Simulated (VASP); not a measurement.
Set up this calculation in VASP 6.6.1, as the native input.

* Task: single point
* Functional: LDA
* Potentials or basis: VASP PAW LDA potentials, release 64 (Ta_pv, N)
* Cutoff: 520 eV
* k mesh: 11 × 11 × 10
* Occupations: fermi-dirac, width 0.05 eV
* Spin: no spin polarisation
* Dipole correction: no
* Further INCAR settings: ALGO = Normal; EDIFF = 1e-06; NBANDS = 15

The structure of TaN lies in POSCAR:

```
TaN
1.0
    2.9083212032      0.0000000000      0.0000000000
   -1.4541606016      2.5186774346      0.0000000000
    0.0000000000      0.0000000000      2.8538767967
Ta N
1 1
Direct
    0.3333333333      0.6666666667      0.5000000000
    0.0000000000      0.0000000000      0.0000000000
```

These files were run (other wordings do the same):

INCAR

```
PREC = Accurate
ENCUT = 520
EDIFF = 1E-6
ISMEAR = -1
SIGMA = 0.05
LREAL = False
LASPH = True
NELM = 100
ALGO = Normal
ISIF = 2
LWAVE = False
LCHARG = False
GGA = CA
NBANDS = 15
```

KPOINTS

```
Automatic mesh
0
Gamma
  11 11 10
```

Potentials or basis: VASP PAW LDA potentials, release 64 (Ta_pv, N).

The run is started by

```sh
$ cat potpaw_LDA.64/Ta_pv/POTCAR potpaw_LDA.64/N/POTCAR > POTCAR
$ mpirun -np 1 vasp_std > vasp.out
```

It gave:

The pressure is 1.2 GPa and the band gap on the k mesh is zero (band 8 reaches 8.82 eV, above the bottom of band 9 at 8.31 eV).

Caveat: spin-orbit coupling is left out, which moves the levels of the heavy elements.

Run time: 13 s on 1 thread of Intel Xeon 6975P-C, on a shared host, peak memory 0.15 GiB.
